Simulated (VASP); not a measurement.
# ZnS (P6_3mc) in VASP: notebook

ZnS is run at these levels: PBE; tasks: single point.

Everything below comes from runs of VASP 6.6.1. Logs are shortened: lines on timing, memory, paths and dates and some standing lists are left out, and cuts for length are marked.

### Step 1. The cell of the first run

Symmetry: P6_3mc, No. 186, hexagonal system. The conventional cell has a = 4.142 Å, b = 4.142 Å, c = 5.432 Å, α = 90.00°, β = 90.00°, γ = 120.00°. Within 2.9 Å of Zn (site symmetry 3m) lie 4 S at 2.18 to 2.45 Å. Within 2.9 Å of S (site symmetry 3m) lie 4 Zn at 2.18 to 2.45 Å.

### Step 2. Single point, PBE (c/a of the conventional cell at fixed volume 1.3114)

The input, INCAR:

```
ALGO = Normal
EDIFF = 1E-7
ENCUT = 520
GGA = PE
ISIF = 2
ISMEAR = 0
LASPH = True
LCHARG = False
LREAL = False
LWAVE = False
NBANDS = 26
NELM = 100
PREC = Accurate
SIGMA = 0.05
```

The input, KPOINTS:

```
k-points
0
Gamma
  9 9 4
```

The input, POSCAR:

```
ZnS
1.0
    4.1424790287      0.0000000000      0.0000000000
   -2.0712395143      3.5874920735      0.0000000000
    0.0000000000      0.0000000000      5.4324469982
Zn S
2 2
Direct
    0.3333333333      0.6666666667      0.0052003725
    0.6666666667      0.3333333333      0.5052003725
    0.3333333333      0.6666666667      0.4062443104
    0.6666666667      0.3333333333      0.9062443104
```

Potentials or basis: VASP PAW PBE potentials, release 64 (Zn, S).

The run is started by

```bash
$ cat potpaw_PBE.64/Zn/POTCAR potpaw_PBE.64/S/POTCAR > POTCAR
$ mpirun -np 1 vasp_std > vasp.out
```

OUTCAR:

```text
EDIFF = 1E-7
   ENCUT = 520
   GGA = PE
   ISIF = 2
   ISMEAR = 0
   LASPH = True
   LREAL = False
   NELM = 100
   PREC = Accurate

 ion  position               nearest neighbor table
   1  0.333  0.667  0.005-   3 2.18   4 2.45   4 2.45   4 2.45
   2  0.667  0.333  0.505-   4 2.18   3 2.45   3 2.45   3 2.45
   3  0.333  0.667  0.406-   1 2.18   2 2.45   2 2.45   2 2.45
   4  0.667  0.333  0.906-   2 2.18   1 2.45   1 2.45   1 2.45

  LATTYP: Found a hexagonal cell.
 ALAT       =     4.1424790287
 C/A-ratio  =     1.3114000000

  Lattice vectors:

 A1 = (   4.1424790287,   0.0000000000,   0.0000000000)
 A2 = (  -2.0712395143,   3.5874920735,   0.0000000000)
 A3 = (   0.0000000000,   0.0000000000,   5.4324469982)

Analysis of symmetry for initial positions (statically):
=====================================================================
 Subroutine PRICEL returns:
 Original cell was already a primitive cell.

 Routine SETGRP: Setting up the symmetry group for a
 hexagonal supercell.

 Subroutine GETGRP returns: Found 12 space group operations
 (whereof  6 operations were pure point group operations)
 out of a pool of 24 trial point group operations.

The static configuration has the point symmetry C_3v.
 The point group associated with its full space group is C_6v.

Analysis of symmetry for dynamics (positions and initial velocities):
=====================================================================
 Subroutine PRICEL returns:
 Original cell was already a primitive cell.

 Routine SETGRP: Setting up the symmetry group for a
 hexagonal supercell.

 Subroutine GETGRP returns: Found 12 space group operations
 (whereof  6 operations were pure point group operations)
 out of a pool of 24 trial point group operations.

The dynamic configuration has the point symmetry C_3v.
 The point group associated with its full space group is C_6v.

 Subroutine INISYM returns: Found 12 space group operations
 (whereof  6 operations are pure point group operations),
 and found     1 'primitive' translations

----------------------------------------------------------------------------------------

                                     Primitive cell

  volume of cell :      80.7322

  direct lattice vectors                    reciprocal lattice vectors
     4.142479029  0.000000000  0.000000000     0.241401343  0.139373130  0.000000000
    -2.071239514  3.587492073  0.000000000     0.000000000  0.278746260  0.000000000
     0.000000000  0.000000000  5.432446998     0.000000000  0.000000000  0.184079108

  length of vectors
     4.142479029  4.142479029  5.432446998     0.278746260  0.278746260  0.184079108

  position of ions in fractional coordinates (direct lattice)
     0.333333333  0.666666667  0.005200372
     0.666666667  0.333333333  0.505200372
     0.333333333  0.666666667  0.406244310
     0.666666667  0.333333333  0.906244310

  ion indices of the primitive-cell ions
   primitive index   ion index
                 1           1
                 2           2
                 3           3
                 4           4

----------------------------------------------------------------------------------------

 KPOINTS: k-points

Automatic generation of k-mesh.
 Grid dimensions read from file:
 generate k-points for:    9    9    4

 Generating k-lattice:

  Cartesian coordinates                     Fractional coordinates (reciprocal lattice)
     0.026822371  0.015485903  0.000000000     0.111111111 -0.000000000  0.000000000
     0.000000000  0.030971807  0.000000000     0.000000000  0.111111111  0.000000000
     0.000000000  0.000000000  0.046019777     0.000000000  0.000000000  0.250000000

  Length of vectors
     0.030971807  0.030971807  0.046019777

  Shift w.r.t. Gamma in fractional coordinates (k-lattice)
     0.000000000  0.000000000  0.000000000

 Subroutine IBZKPT returns following result:
 ===========================================

 Found     36 irreducible k-points:

 Following reciprocal coordinates:
            Coordinates               Weight
  0.000000  0.000000  0.000000      1.000000
  0.111111 -0.000000  0.000000      6.000000
  0.222222  0.000000  0.000000      6.000000
  0.333333 -0.000000  0.000000      6.000000
  0.444444  0.000000  0.000000      6.000000
  0.111111  0.111111  0.000000      6.000000
[... 16 lines left out ...]
  0.333333  0.222222  0.250000     24.000000
  0.333333  0.333333  0.250000      4.000000
 [... further k-points ...]
   k-points           NKPTS =     36   k-points in BZ     NKDIM =     36   number of bands    NBANDS=     26
   number of dos      NEDOS =    301   number of ions     NIONS =      4
   total plane-waves  NPLWV =  40960
   dimension x,y,z NGX =    32 NGY =   32 NGZ =   40
   dimension x,y,z NGXF=    64 NGYF=   64 NGZF=   80
   ions per type =               2   2
   NGX,Y,Z   is equivalent  to a cutoff of  12.84, 12.84, 12.24 a.u.
   NGXF,Y,Z  is equivalent  to a cutoff of  25.68, 25.68, 24.48 a.u.
 SYSTEM =  unknown system
   PREC   = accura    normal or accurate (medium, high low for compatibility)
   ISTART =      0    job   : 0-new  1-cont  2-samecut
   ICHARG =      2    charge: 1-file 2-atom 10-const
   ISPIN  =      1    spin polarized calculation?
   LNONCOLLINEAR =      F non collinear calculations
   LSORBIT =      F    spin-orbit coupling
   LASPH  =      T    aspherical Exc in radial PAW
   ENCUT  =  520.0 eV  38.22 Ry    6.18 a.u.   7.70  7.70 10.10*2*pi/ulx,y,z
   NELM   =    100;   NELMIN=  2; NELMDL= -5     # of ELM steps
   EDIFF  = 0.1E-06   stopping-criterion for ELM
   LREAL  =      F    real-space projection
   EDIFFG = 0.1E-05   stopping-criterion for IOM
   NSW    =      0    number of steps for IOM
   IBRION =     -1    ionic relax: 0-MD 1-quasi-New 2-CG
   NFREE  =      0    steps in history (QN), initial steepest desc. (CG)
   ISIF   =      2    stress and relaxation
   ISYM   =      2    0-nonsym 1-usesym 2-fastsym
   POTIM  = 0.5000    time-step for ionic-motion
   TEBEG  =    0.0;   TEEND  =   0.0 temperature during run
   PSTRESS=    0.0 pullay stress
   NELECT =      36.0000    total number of electrons
   NUPDOWN=      -1.0000    fix difference up-down
   EMIN   =  10.00;   EMAX   =-10.00  energy-range for DOS
   EFERMI =   0.00;   METHOD = LEGACY
   ISMEAR =     0;   SIGMA  =   0.05  broadening in eV -4-tet -1-fermi 0-gaus
   EFERMI_NEDOS =   21; number of points for ismear=-14 and -15
   IALGO  =     38    algorithm
   IMIX   =      4    mixing-type and parameters
     AMIX     =   0.40;   BMIX     =  1.00
     AMIX_MAG =   1.60;   BMIX_MAG =  1.00
  volume/ion in A,a.u.               =      20.18       136.20
  Fermi-wavevector in a.u.,A,eV,Ry     =   1.250720  2.363518 21.283599  1.564300
  Thomas-Fermi vector in A             =   2.384701
   LORBIT       =      0    0 simple, 1 ext, 2 COOP (PROOUT), +10 PAW based schemes
   GGA     = PE    functional components
   LHFCALC =     F    Hartree Fock is set to
   AEXX    =    0.0000 exact exchange contribution
   IVDW    =     0    specifies the selected vdW correction
   LEPSILON=     F    determine dielectric tensor
   LRPA    =     F    only Hartree local field effects (RPA)
 non-spin polarized calculation
 Gauss-broadening in eV      SIGMA  =   0.05
  energy-cutoff  :      520.00
  volume of cell :       80.73
 maximum number of plane-waves:      2199
 NGX is ok and might be reduce to    32
   NGX = 15   NGY = 15   NGZ = 21

 number of electron      36.0000005 magnetization

 Free energy of the ion-electron system (eV)
  ---------------------------------------------------
  ext. energy  EPLUGINS =         0.00000000
  ---------------------------------------------------
  free energy    TOTEN  =       -12.92002962 eV

  energy without entropy =      -12.92002962  energy(sigma->0) =      -12.92002962

 E-fermi :   2.1859     XC(G=0):  -9.4996

 val. band max:        1.9380018727   @ k =   0.0000   0.0000   0.0000
 cond. band min:       3.2609197833   @ k =   0.0000   0.0000   0.0000
 fundamental gap:      1.3229179106
 Fermi energy:         2.1858604681

 k-point     1 :       0.0000    0.0000    0.0000
  band No.  band energies     occupation
      1     -11.1137      2.00000
      2      -9.7420      2.00000
      3      -4.3330      2.00000
      4      -4.2993      2.00000
      5      -4.2993      2.00000
      6      -4.2192      2.00000
[... 18 lines left out ...]
     25      11.1677      0.00000
     26      11.1880      0.00000

 k-point     2 :       0.1111   -0.0000    0.0000
  band No.  band energies     occupation
      1     -11.0486      2.00000
      2      -9.7370      2.00000
      3      -4.3501      2.00000
      4      -4.2878      2.00000
      5      -4.2720      2.00000
      6      -4.2153      2.00000
[... 18 lines left out ...]
     25      10.6424      0.00000
     26      10.9723      0.00000

 k-point     3 :       0.2222    0.0000    0.0000
  band No.  band energies     occupation
      1     -10.8673      2.00000
      2      -9.7371      2.00000
      3      -4.3634      2.00000
      4      -4.2630      2.00000
      5      -4.2250      2.00000
      6      -4.2010      2.00000
[... 18 lines left out ...]
     25      10.5486      0.00000
     26      10.8737      0.00000

 k-point     4 :       0.3333   -0.0000    0.0000
  band No.  band energies     occupation
      1     -10.6152      2.00000
      2      -9.7763      2.00000
      3      -4.3619      2.00000
      4      -4.2434      2.00000
      5      -4.1746      2.00000
      6      -4.1589      2.00000
[... 18 lines left out ...]
     25      11.2862      0.00000
     26      11.8430      0.00000
[... 496 lines left out ...]
      1     -10.3632      2.00000
      2      -9.8862      2.00000
      3      -4.3783      2.00000
      4      -4.2968      2.00000
      5      -4.2196      2.00000
      6      -4.1887      2.00000
[... 18 lines left out ...]
     25      10.9157      0.00000
     26      11.4246      0.00000

 k-point    23 :       0.3333    0.2222    0.2500
  band No.  band energies     occupation
      1     -10.1807      2.00000
      2      -9.9389      2.00000
      3      -4.3594      2.00000
      4      -4.2917      2.00000
      5      -4.2326      2.00000
      6      -4.1255      2.00000
[... 18 lines left out ...]
     25      10.7674      0.00000
     26      11.4754      0.00000

 k-point    24 :       0.3333    0.3333    0.2500
  band No.  band energies     occupation
      1     -10.0373      2.00000
      2     -10.0373      2.00000
      3      -4.3171      2.00000
      4      -4.3171      2.00000
      5      -4.2444      2.00000
      6      -4.0864      2.00000
[... 18 lines left out ...]
     25      11.1897      0.00000
     26      11.1897      0.00000

 [... further k-points ...]
[... 5 lines left out ...]
  --------------------------------------------------------------------------------------
  -------------------------------------------------------------------------------------
  Total       -2.6544017     -2.6544017      9.2475662     -0.0000000     -0.0000000      0.0000000
  in kB      -52.6781439    -52.6781439    183.5233223     -0.0000000     -0.0000000      0.0000000
  external PRESSURE =      26.0556782 kB  Pullay stress =       0.0000000 kB

 VOLUME and BASIS-vectors are now :
 -----------------------------------------------------------------------------
  energy-cutoff  :      520.00
  volume of cell :       80.73
      direct lattice vectors                 reciprocal lattice vectors
     4.142479029  0.000000000  0.000000000     0.241401343  0.139373130  0.000000000
    -2.071239514  3.587492073  0.000000000     0.000000000  0.278746260  0.000000000
     0.000000000  0.000000000  5.432446998     0.000000000  0.000000000  0.184079108

 POSITION                                       TOTAL-FORCE (eV/Angst)
 -----------------------------------------------------------------------------------
     -0.00000      2.39166      0.02825         0.000000     -0.000000     -1.067435
      2.07124      1.19583      2.74447        -0.000000      0.000000     -1.067435
     -0.00000      2.39166      2.20690        -0.000000     -0.000000      1.067435
      2.07124      1.19583      4.92312        -0.000000      0.000000      1.067435
 -----------------------------------------------------------------------------------
    total drift:                               -0.000001     -0.000001     -0.000424

  FREE ENERGIE OF THE ION-ELECTRON SYSTEM (eV)
  ---------------------------------------------------
  free  energy   TOTEN  =       -12.9200296205 eV

  energy  without entropy=      -12.9200296205  energy(sigma->0) =      -12.92002962
```

Wall time 47 s (1 thread of Intel Xeon Platinum 8259CL at 2.50GHz (Skylake/Cascade Lake), shared host); peak memory 0.22 GiB.

Results:

```
Free energy            : -12.9200 eV
Pressure               : 2.6 GPa
Largest force          : 1.067 eV/Å
Band gap on the k mesh : 1.32 eV, direct
```

Forces on the atoms (eV/Å):
```
Zn   0.000  0.000 -1.067
Zn   0.000  0.000 -1.067
S    0.000  0.000  1.067
S    0.000  0.000  1.067
```

Caveat: forces of over 1 eV/Å act on the atoms, so gaps and moduli don't describe the material at rest. A k mesh can miss the band edges.

### Step 3. Single point, PBE (c/a of the conventional cell at fixed volume 1.6392)

The input, INCAR:

```
  PREC = Accurate
  ENCUT = 520
  EDIFF = 1E-6
  ISMEAR = 0
  SIGMA = 0.05
  LREAL = F
  LASPH = T
  NELM = 80
  ALGO = Normal
  ISIF = 2
  LWAVE = F
  LCHARG = F
  GGA = PE
  NBANDS = 26
```

The input, KPOINTS:

```
regular mesh
0
Gamma
  9 9 4
```

The input, POSCAR:

```
ZnS
1.0
    3.8455587367      0.0000000000      0.0000000000
   -1.9227793683      3.3303515577      0.0000000000
    0.0000000000      0.0000000000      6.3037246770
Zn S
2 2
Direct
    0.3333333333      0.6666666667      0.0052003725
    0.6666666667      0.3333333333      0.5052003725
    0.3333333333      0.6666666667      0.4194587200
    0.6666666667      0.3333333333      0.9194587200
```

Potentials or basis: VASP PAW PBE potentials, release 64 (Zn, S).

The run is started by

```bash
$ cat potpaw_PBE.64/Zn/POTCAR potpaw_PBE.64/S/POTCAR > POTCAR
$ mpirun -np 1 vasp_std > vasp.out
```

Wall time 58 s (1 thread of Intel Xeon Platinum 8259CL at 2.50GHz (Skylake/Cascade Lake), shared host); peak memory 0.22 GiB.

The run converged. Its results:

| Item | Value |
| --- | --- |
| Free energy | -13.4708 eV |
| Pressure | 1.7 GPa |
| Largest force | 0.711 eV/Å |
| Band gap on the k mesh | 2.15 eV, direct |

Forces on the atoms (eV/Å):
```
Zn   0.000  0.000  0.711
Zn   0.000  0.000  0.711
S    0.000  0.000 -0.711
S    0.000  0.000 -0.711
```

Stress tensor (GPa, compression positive):
```
 3.34  0.00  0.00
 0.00  3.34  0.00
 0.00  0.00 -1.62
```

Levels at points of the mesh, in eV from the valence-band top:
```csv
k point,band 15,band 16,band 17,band 18,band 19,band 20,band 21,band 22
"(0.00, 0.00, 0.00)",-0.80,-0.13,-0.13,0.00,2.15,2.63,6.24,6.24
"(0.00, 0.00, 0.50)",-0.47,-0.47,-0.47,-0.47,3.21,3.21,6.60,6.60
```

### Step 4. Single point, PBE (c/a of the conventional cell at fixed volume 1.9671)

The input, INCAR:

```
SYSTEM = ZnS
PREC = Accurate ; ENCUT = 520
EDIFF = 1E-6 ; ISMEAR = 0
SIGMA = 0.05 ; LREAL = .False.
LASPH = .True. ; NELM = 60
ALGO = Normal ; ISIF = 2
LWAVE = .False. ; LCHARG = .False.
GGA = PE ; NBANDS = 26
```

The input, KPOINTS:

```
Automatic mesh
0
Gamma
  9 9 4
  0 0 0
```

The input, POSCAR:

```
ZnS
1.0
    3.6187887550      0.0000000000      0.0000000000
   -1.8093943775      3.1339629928      0.0000000000
    0.0000000000      0.0000000000      7.1185193600
Zn S
2 2
Direct
    0.3333333333      0.6666666667      0.0052003725
    0.6666666667      0.3333333333      0.5052003725
    0.3333333333      0.6666666667      0.4062443104
    0.6666666667      0.3333333333      0.9062443104
```

Potentials or basis: VASP PAW PBE potentials, release 64 (Zn, S).

The run is started by

```bash
$ cat potpaw_PBE.64/Zn/POTCAR potpaw_PBE.64/S/POTCAR > POTCAR
$ mpirun -np 1 vasp_std > vasp.out
```

OUTCAR:

```text
SYSTEM = ZnS
   PREC = Accurate
   ENCUT = 520
   EDIFF = 1E-6
   ISMEAR = 0
   LREAL = .False.
   LASPH = .True.
   NELM = 60
   ISIF = 2
   GGA = PE

 ion  position               nearest neighbor table
   1  0.333  0.667  0.005-   4 2.20   4 2.20   4 2.20   3 2.85
   2  0.667  0.333  0.505-   3 2.20   3 2.20   3 2.20   4 2.85
   3  0.333  0.667  0.406-   2 2.20   2 2.20   2 2.20   1 2.85
   4  0.667  0.333  0.906-   1 2.20   1 2.20   1 2.20   2 2.85

  LATTYP: Found a hexagonal cell.
 ALAT       =     3.6187887550
 C/A-ratio  =     1.9671000000

[... 889 lines left out ...]

 [... further k-points ...]
[... 5 lines left out ...]
  --------------------------------------------------------------------------------------
  -------------------------------------------------------------------------------------
  Total        7.3306134      7.3306134     -2.4915999      0.0000000      0.0000000      0.0000000
  in kB      145.4802815    145.4802815    -49.4472476      0.0000000      0.0000000      0.0000000
  external PRESSURE =      80.5044385 kB  Pullay stress =       0.0000000 kB

 VOLUME and BASIS-vectors are now :
 -----------------------------------------------------------------------------
  energy-cutoff  :      520.00
  volume of cell :       80.73
      direct lattice vectors                 reciprocal lattice vectors
     3.618788755  0.000000000  0.000000000     0.276335555  0.159542407  0.000000000
    -1.809394378  3.133962993  0.000000000     0.000000000  0.319084814  0.000000000
     0.000000000  0.000000000  7.118519360     0.000000000  0.000000000  0.140478651

 POSITION                                       TOTAL-FORCE (eV/Angst)
 -----------------------------------------------------------------------------------
     -0.00000      2.08931      0.03702        -0.000000     -0.000000      0.763567
      1.80939      1.04465      3.59628         0.000000      0.000000      0.763567
     -0.00000      2.08931      2.89186        -0.000000      0.000000     -0.763567
      1.80939      1.04465      6.45112         0.000000      0.000000     -0.763567
 -----------------------------------------------------------------------------------
    total drift:                               -0.000000     -0.000000      0.000617

  FREE ENERGIE OF THE ION-ELECTRON SYSTEM (eV)
  ---------------------------------------------------
  free  energy   TOTEN  =       -12.8467265755 eV

  energy  without entropy=      -12.8467265755  energy(sigma->0) =      -12.84672658
```

Wall time 62 s (1 thread of Intel Xeon Platinum 8259CL at 2.50GHz (Skylake/Cascade Lake), shared host); peak memory 0.22 GiB.

Results:

```yaml
Free_energy: -12.8467 eV
Pressure: 8.1 GPa
Largest_force: 0.764 eV/Å
Band_gap_on_the_k_mesh: 1.81 eV, direct
```

Forces in eV/Å, atoms in the order of the input:
```
Zn   0.000  0.000  0.764
Zn   0.000  0.000  0.764
S    0.000  0.000 -0.764
S    0.000  0.000 -0.764
```

 A k mesh can miss the band edges.

[end of part 1 of 2]
